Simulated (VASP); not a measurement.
Set up this calculation in VASP 6.6.1, as the native input.

| Quantity | Value |
| --- | --- |
| Task | relaxation of cell and atoms |
| Functional | PBEsol |
| Potentials or basis | VASP PAW PBE potentials, release 64 (Ru_pv) |
| Cutoff | 600 eV |
| k mesh | 16 × 16 × 16 |
| Occupations | fermi-dirac, width 0.1 eV |
| Spin | no spin polarisation |
| Target pressure | 52 GPa |
| Dipole correction | no |
| Further INCAR settings | ALGO = Normal; EDIFF = 1e-07; IBRION = 2; EDIFFG = -0.005; NSW = 32; ISIF = 3 |

The structure of Ru lies in POSCAR:

```
Ru
1.0
    2.3606419384      0.0000000000      0.0000000000
    0.0000000000      2.3606419384      0.0000000000
    0.0000000000      0.0000000000      2.3606419384
Ru
1
Direct
    0.0000000000      0.0000000000      0.0000000000
```

One way to write it, as run:

INCAR

```
SYSTEM = Ru
PREC = Accurate ; ENCUT = 600
EDIFF = 1E-7 ; ISMEAR = -1
SIGMA = 0.1 ; LREAL = .FALSE.
LASPH = .TRUE. ; NELM = 80
ALGO = Normal ; ISIF = 3
LWAVE = .FALSE. ; LCHARG = .FALSE.
GGA = PS ; IBRION = 2
NSW = 32 ; EDIFFG = -0.005
PSTRESS = 520.0
```

KPOINTS

```
Automatic mesh
0
G
  16 16 16
  0 0 0
```

Potentials or basis: VASP PAW PBE potentials, release 64 (Ru_pv).

Run with:

```sh
$ cat potpaw_PBE.64/Ru_pv/POTCAR > POTCAR
$ mpirun -np 1 vasp_std > vasp.out
```

Results of the run:

* Relaxed volume: 13.18 Å³/atom
* Relaxed cell: a = 2.362 Å, b = 2.362 Å, c = 2.362 Å, α = 90.00°, β = 90.00°, γ = 90.00°
* Space group after relaxing (to 0.05 Å): Pm-3m (No. 221)
* Energy change on relaxing (the enthalpy is what falls): -7.5 meV/atom
* Ionic steps: 3
* Pressure after relaxing: 52.0 GPa
* Band gap on the k mesh: zero (band 7 reaches 18.52 eV, above the bottom of band 8 at 12.08 eV)

Caveat: the cell is relaxed towards a set pressure, so the enthalpy falls and the energy may rise; the PAW data sets were made with another functional, which shifts forces and pressure a little.

Wall time 70 s on 1 thread of Intel Xeon 8259CL, on a shared host, peak memory 0.15 GiB.
